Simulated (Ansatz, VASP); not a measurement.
# Li in VASP and in Ansatz

File INCAR:

```
PREC = Accurate
ENCUT = 520
EDIFF = 1E-6
ISMEAR = -1
SIGMA = 0.05
LREAL = False
LASPH = True
NELM = 60
ALGO = Normal
ISIF = 2
LWAVE = False
LCHARG = False
GGA = PE
NBANDS = 10
```

Contents of KPOINTS:

```
Automatic mesh
0
Gamma
  16 16 9
```

Contents of POSCAR:

```
Li
1.0
    3.0544211484      0.0229081586      0.0000000000
   -1.5073715269      2.6337522291      0.0000000000
    0.0000000000      0.0000000000      4.9952014055
Li
2
Direct
    0.3333333333      0.6666666667      0.2500000000
    0.6666666667      0.3333333333      0.7500000000
```

Input for Ansatz:

```yaml
crystal:
  lattice:
    - [3.0544211484, 0.0229081586, 0.0]
    - [-1.5073715269, 2.6337522291, 0.0]
    - [0.0, 0.0, 4.9952014055]
  atoms:
    - { symbol: Li, position: [0.3333333333, 0.6666666667, 0.25] }
    - { symbol: Li, position: [0.6666666667, 0.3333333333, 0.75] }
kpoints:
  mp_grid: { grid: [16, 16, 9] }
scf:
  occupations: { method: fermi_dirac, width: 0.05 }
hamiltonian:
  xc: pbe
  pseudopotentials: { kind: all_electron, lapw: { basis_error: 0.00025 } }
output:
  forces: true
  stress: true
  eigenvalues: true
```

Change from the starting cell: xy shear strain of +1.5 %.

Alike in both runs: task single point; functional PBE; k mesh 16 × 16 × 9; occupations fermi-dirac, width 0.05 eV; no spin polarisation.

|  | VASP | Ansatz |
| --- | --- | --- |
| version | VASP 6.6.1 | Ansatz 0.2.0 |
| potentials or method | VASP PAW PBE potentials, release 64 (Li_sv), cutoff 520 eV | all-electron LAPW, scalar-relativistic |

|  | VASP | Ansatz | Ansatz less VASP |
| --- | --- | --- | --- |
| rms of the force components (eV/Å) | 0.004 | 0.004 | 0.0000 |

Atom by atom the forces differ by 0.000 eV/Å (rms over components). Ansatz ran all-electron here, and VASP with PAW potentials.

Noted on VASP's run: the cutoff is under 1.25 times that of the potentials, so the pressure is a little rough.
